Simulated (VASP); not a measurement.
# TiC (rocksalt type) (Fm-3m) in VASP: relaxation of cell and atoms with PBE

Aim: the relaxation of cell and atoms of TiC (rocksalt type) with PBE.

All numbers are computed with VASP 6.6.1; they aren't measurements. Logs are shortened: lines on timing, memory, paths and dates and some standing lists are left out, and cuts for length are marked.

### 1 The cell of the first run

Symmetry: Fm-3m, No. 225, cubic system. The conventional cell has a = 4.465 Å, b = 4.465 Å, c = 4.465 Å, α = 90.00°, β = 90.00°, γ = 90.00°. Ti (site symmetry m-3m) has 6 C at 2.23 Å within 3.0 Å. Within 3.0 Å of C (site symmetry m-3m) lie 6 Ti at 2.23 Å.

### 2 Relaxation of cell and atoms, PBE

INCAR reads:

```
ALGO = Normal
EDIFF = 1E-7
EDIFFG = -0.005
ENCUT = 600
GGA = PE
IBRION = 2
ISIF = 3
ISMEAR = -1
LASPH = T
LCHARG = F
LREAL = F
LWAVE = F
NELM = 80
NSW = 100
PREC = Accurate
SIGMA = 0.03
```

KPOINTS reads:

```
k-points
0
Gamma
  14 14 14
```

POSCAR reads:

```
TiC
1.0
    0.0000000000      2.2322827293      2.2322827293
    2.2322827293      0.0000000000      2.2322827293
    2.2322827293      2.2322827293      0.0000000000
Ti C
1 1
Direct
    0.0000000000      0.0000000000      0.0000000000
    0.5000000000      0.5000000000      0.5000000000
```

Potentials or basis: VASP PAW PBE potentials, release 64 (Ti_sv, C).

Run with:

```sh
$ cat potpaw_PBE.64/Ti_sv/POTCAR potpaw_PBE.64/C/POTCAR > POTCAR
$ mpirun -np 1 vasp_std > vasp.out
```

OUTCAR:

```text
EDIFF = 1E-7
   EDIFFG = -0.005
   ENCUT = 600
   GGA = PE
   IBRION = 2
   ISIF = 3
   ISMEAR = -1
   LASPH = T
   LREAL = F
   NELM = 80
   NSW = 100
   PREC = Accurate

 ion  position               nearest neighbor table
   1  0.000  0.000  0.000-   2 2.23   2 2.23   2 2.23   2 2.23   2 2.23   2 2.23
   2  0.500  0.500  0.500-   1 2.23   1 2.23   1 2.23   1 2.23   1 2.23   1 2.23

  LATTYP: Found a face centered cubic cell.
 ALAT       =     4.4645654586

  Lattice vectors:

 A1 = (   0.0000000000,   2.2322827293,   2.2322827293)
 A2 = (   2.2322827293,   0.0000000000,   2.2322827293)
 A3 = (   2.2322827293,   2.2322827293,   0.0000000000)

Analysis of symmetry for initial positions (statically):
=====================================================================
 Subroutine PRICEL returns:
 Original cell was already a primitive cell.

 Routine SETGRP: Setting up the symmetry group for a
 face centered cubic supercell.

 Subroutine GETGRP returns: Found 48 space group operations
 (whereof 48 operations were pure point group operations)
 out of a pool of 48 trial point group operations.

The static configuration has the point symmetry O_h .

Analysis of symmetry for dynamics (positions and initial velocities):
=====================================================================
 Subroutine PRICEL returns:
 Original cell was already a primitive cell.

 Routine SETGRP: Setting up the symmetry group for a
 face centered cubic supercell.

 Subroutine GETGRP returns: Found 48 space group operations
 (whereof 48 operations were pure point group operations)
 out of a pool of 48 trial point group operations.

The dynamic configuration has the point symmetry O_h .

 Subroutine INISYM returns: Found 48 space group operations
 (whereof 48 operations are pure point group operations),
 and found     1 'primitive' translations

----------------------------------------------------------------------------------------

                                     Primitive cell

  volume of cell :      22.2473

  direct lattice vectors                    reciprocal lattice vectors
     0.000000000  2.232282729  2.232282729    -0.223985964  0.223985964  0.223985964
     2.232282729  0.000000000  2.232282729     0.223985964 -0.223985964  0.223985964
     2.232282729  2.232282729  0.000000000     0.223985964  0.223985964 -0.223985964

  length of vectors
     3.156924511  3.156924511  3.156924511     0.387955071  0.387955071  0.387955071

  position of ions in fractional coordinates (direct lattice)
     0.000000000  0.000000000  0.000000000
     0.500000000  0.500000000  0.500000000

  ion indices of the primitive-cell ions
   primitive index   ion index
                 1           1
                 2           2

----------------------------------------------------------------------------------------

 KPOINTS: k-points

Automatic generation of k-mesh.
 Grid dimensions read from file:
 generate k-points for:   14   14   14

 Generating k-lattice:

  Cartesian coordinates                     Fractional coordinates (reciprocal lattice)
    -0.015998997  0.015998997  0.015998997     0.071428571  0.000000000  0.000000000
     0.015998997 -0.015998997  0.015998997     0.000000000  0.071428571  0.000000000
     0.015998997  0.015998997 -0.015998997     0.000000000  0.000000000  0.071428571

  Length of vectors
     0.027711076  0.027711076  0.027711076

  Shift w.r.t. Gamma in fractional coordinates (k-lattice)
     0.000000000  0.000000000  0.000000000

 Subroutine IBZKPT returns following result:
 ===========================================

 Found    104 irreducible k-points:

 Following reciprocal coordinates:
            Coordinates               Weight
  0.000000  0.000000  0.000000      1.000000
  0.071429  0.000000  0.000000      8.000000
  0.142857  0.000000  0.000000      8.000000
  0.214286  0.000000  0.000000      8.000000
  0.285714  0.000000  0.000000      8.000000
  0.357143  0.000000  0.000000      8.000000
[... 16 lines left out ...]
  0.214286  0.142857  0.000000     24.000000
  0.285714  0.142857  0.000000     24.000000
 [... further k-points ...]
   k-points           NKPTS =    104   k-points in BZ     NKDIM =    104   number of bands    NBANDS=     12
   number of dos      NEDOS =    301   number of ions     NIONS =      2
   total plane-waves  NPLWV =  21952
   dimension x,y,z NGX =    28 NGY =   28 NGZ =   28
   dimension x,y,z NGXF=    56 NGYF=   56 NGZF=   56
   ions per type =               1   1
   NGX,Y,Z   is equivalent  to a cutoff of  14.75, 14.75, 14.75 a.u.
   NGXF,Y,Z  is equivalent  to a cutoff of  29.49, 29.49, 29.49 a.u.
 SYSTEM =  unknown system
   PREC   = accura    normal or accurate (medium, high low for compatibility)
   ISTART =      0    job   : 0-new  1-cont  2-samecut
   ICHARG =      2    charge: 1-file 2-atom 10-const
   ISPIN  =      1    spin polarized calculation?
   LNONCOLLINEAR =      F non collinear calculations
   LSORBIT =      F    spin-orbit coupling
   LASPH  =      T    aspherical Exc in radial PAW
   ENCUT  =  600.0 eV  44.10 Ry    6.64 a.u.   6.31  6.31  6.31*2*pi/ulx,y,z
   NELM   =     80;   NELMIN=  2; NELMDL= -5     # of ELM steps
   EDIFF  = 0.1E-06   stopping-criterion for ELM
   LREAL  =      F    real-space projection
   EDIFFG = -.5E-02   stopping-criterion for IOM
   NSW    =    100    number of steps for IOM
   IBRION =      2    ionic relax: 0-MD 1-quasi-New 2-CG
   NFREE  =      1    steps in history (QN), initial steepest desc. (CG)
   ISIF   =      3    stress and relaxation
   ISYM   =      2    0-nonsym 1-usesym 2-fastsym
   POTIM  = 0.5000    time-step for ionic-motion
   TEBEG  =    0.0;   TEEND  =   0.0 temperature during run
   PSTRESS=    0.0 pullay stress
   NELECT =      16.0000    total number of electrons
   NUPDOWN=      -1.0000    fix difference up-down
   EMIN   =  10.00;   EMAX   =-10.00  energy-range for DOS
   EFERMI =   0.00;   METHOD = LEGACY
   ISMEAR =    -1;   SIGMA  =   0.03  broadening in eV -4-tet -1-fermi 0-gaus
   EFERMI_NEDOS =   21; number of points for ismear=-14 and -15
   IALGO  =     38    algorithm
   IMIX   =      4    mixing-type and parameters
     AMIX     =   0.40;   BMIX     =  1.00
     AMIX_MAG =   1.60;   BMIX_MAG =  1.00
  volume/ion in A,a.u.               =      11.12        75.07
  Fermi-wavevector in a.u.,A,eV,Ry     =   1.466748  2.771753 29.270906  2.151351
  Thomas-Fermi vector in A             =   2.582449
   LORBIT       =      0    0 simple, 1 ext, 2 COOP (PROOUT), +10 PAW based schemes
   GGA     = PE    functional components
   LHFCALC =     F    Hartree Fock is set to
   AEXX    =    0.0000 exact exchange contribution
   IVDW    =     0    specifies the selected vdW correction
   LEPSILON=     F    determine dielectric tensor
   LRPA    =     F    only Hartree local field effects (RPA)
 conjugate gradient relaxation of ions
 non-spin polarized calculation
  energy-cutoff  :      600.00
  volume of cell :       22.25
 maximum number of plane-waves:       757
 NGX is ok and might be reduce to    28
   NGX = 13   NGY = 13   NGZ = 13

--------------------------------------- Ionic step        1  -------------------------------------------

 number of electron      16.0000000 magnetization

 Free energy of the ion-electron system (eV)
  ---------------------------------------------------
  ext. energy  EPLUGINS =         0.00000000
  ---------------------------------------------------
  free energy    TOTEN  =       -18.59328166 eV

  energy without entropy =      -18.59225961  energy(sigma->0) =      -18.59277064

------------------------ aborting loop because EDIFF is reached ----------------------------------------

  FORCE on cell =-STRESS in cart. coord.  units (eV):
  Direction    XX          YY          ZZ          XY          YZ          ZX
  --------------------------------------------------------------------------------------
  -------------------------------------------------------------------------------------
  Total       -2.5861200     -2.5861200     -2.5861200      0.0000000      0.0000000     -0.0000000
  in kB     -186.2437324   -186.2437324   -186.2437324      0.0000000      0.0000000     -0.0000000
  external PRESSURE =    -186.2437324 kB  Pullay stress =       0.0000000 kB
[... 21 lines left out ...]
  energy  without entropy=      -18.5922596092  energy(sigma->0) =      -18.59277064

--------------------------------------- Ionic step        2  -------------------------------------------

 number of electron      16.0000001 magnetization

 E-fermi :  10.6776     XC(G=0): -13.2366

 val. band max:       10.6630963023   @ k =   0.3571   0.2857   0.0000
 cond. band min:      10.7254358268   @ k =   0.5000   0.5000   0.0000
 fundamental gap:      0.0623395245
 Fermi energy:        10.6775660843

 k-point     1 :       0.0000    0.0000    0.0000
  band No.  band energies     occupation
      1     -45.6336      2.00000
      2     -21.5907      2.00000
      3     -21.5907      2.00000
      4     -21.5907      2.00000
      5      -2.2083      2.00000
      6      11.3840      0.00000
      7      11.3840      0.00000
      8      11.3840      0.00000
      9      12.4733      0.00000
     10      12.4733      0.00000
     11      12.4733      0.00000
     12      12.5970      0.00000
[... 414 lines left out ...]
  energy  without entropy=      -18.7118164723  energy(sigma->0) =      -18.71226549

--------------------------------------- Ionic step        4  -------------------------------------------

 number of electron      16.0000001 magnetization

 Free energy of the ion-electron system (eV)
  ---------------------------------------------------
  ext. energy  EPLUGINS =         0.00000000
  ---------------------------------------------------
  free energy    TOTEN  =       -18.71277607 eV

  energy without entropy =      -18.71187947  energy(sigma->0) =      -18.71232777

 E-fermi :   9.3927     XC(G=0): -12.6899

 val. band max:        9.3586516807   @ k =   0.5000   0.5000   0.0000
 cond. band min:       9.3992262092   @ k =   0.3571   0.2857   0.0000
 fundamental gap:      0.0405745284
 Fermi energy:         9.3927308983

 k-point     1 :       0.0000    0.0000    0.0000
  band No.  band energies     occupation
      1     -47.1985      2.00000
      2     -23.2240      2.00000
      3     -23.2240      2.00000
      4     -23.2240      2.00000
      5      -2.9943      2.00000
      6      10.0878      0.00000
      7      10.0878      0.00000
      8      10.0878      0.00000
      9      11.0710      0.00000
     10      11.0710      0.00000
     11      11.0710      0.00000
     12      11.1043      0.00000
[... 374 lines left out ...]
  FREE ENERGIE OF THE ION-ELECTRON SYSTEM (eV)
  ---------------------------------------------------
  free  energy   TOTEN  =       -18.7127760657 eV

  energy  without entropy=      -18.7118794697  energy(sigma->0) =      -18.71232777

 reached required accuracy - stopping structural energy minimisation
```

Wall time 2 min (1 thread of Intel Xeon Platinum 8375C at 2.90GHz (Ice Lake), shared host); peak memory 0.19 GiB.

Results:

```
Free energy                            : -18.7128 eV
Relaxed volume                         : 10.17 Å³/atom
Relaxed cell                           : a = 3.064 Å, b = 3.064 Å, c = 3.064 Å, α = 60.00°, β = 60.00°, γ = 60.00°
Space group after relaxing (to 0.05 Å) : Fm-3m (No. 225)
Energy gained by relaxing              : 59.7 meV/atom
Ionic steps                            : 4
Pressure after relaxing                : -0.1 GPa
Band gap on the k mesh                 : zero (band 8 reaches 10.09 eV, above the bottom of band 9 at 8.99 eV)
```

Step by step:
```csv
step,energy change (eV),largest force (eV/Å),pressure (GPa),volume (Å³)
1,0.0000,0.0000,-18.62,22.25
2,0.0628,0.0000,31.82,18.34
3,-0.1194,0.0000,-0.49,20.38
4,-0.1195,0.0000,-0.05,20.35
```

Final structure:
```
Ti C
1.0
     0.00000    2.16677    2.16677
     2.16677    0.00000    2.16677
     2.16677    2.16677    0.00000
Ti C
1 1
Direct
  0.00000 0.00000 0.00000
  0.50000 0.50000 0.50000
```
